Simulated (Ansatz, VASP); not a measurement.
# One calculation of Ta3Si3Ag, two programs

```
CELL_PARAMETERS angstrom
4.96629 0.00000 0.00000
0.00000 4.96629 0.00000
0.00000 0.00000 4.96629
ATOMIC_POSITIONS crystal
Ta 0.00000 0.50000 0.50000
Ta 0.50000 0.50000 0.00000
Ta 0.50000 0.00000 0.50000
Si 0.00000 0.50000 0.00000
Si 0.50000 0.00000 0.00000
Si 0.00000 0.00000 0.50000
Ag 0.50000 0.50000 0.50000
```

Change from the starting cell: species swapped into the Ce3GaBr3 type (Pm-3m, No. 221).

Alike in both runs: task single point; functional PBE; k mesh 4 × 4 × 4; occupations gaussian, width 0.1 eV; no spin polarisation.

```csv
,VASP,Ansatz
version,VASP 6.6.1,Ansatz 0.2.0
potentials or method,"VASP PAW PBE potentials, release 64 (Ta_pv, Si, Ag), cutoff 520 eV","scalar-relativistic, plane waves, PAW"
valence electrons in the cell,56,70
```

|  | VASP | Ansatz | Ansatz less VASP |
| --- | --- | --- | --- |
| gap on the k mesh at the Fermi level (eV) | none | none | - |
| pressure (GPa) | 26.7 | 26.7 | 0.00 |

A gap of «none» marks a metal or a gap that the smearing closes. With one functional, cell and mesh, what is left measures potentials, basis and numerics. VASP's potentials hold 56 valence electrons a cell and Ansatz's 70, so a difference there can come from the potentials and not from the codes.

Spin-orbit coupling is off throughout.
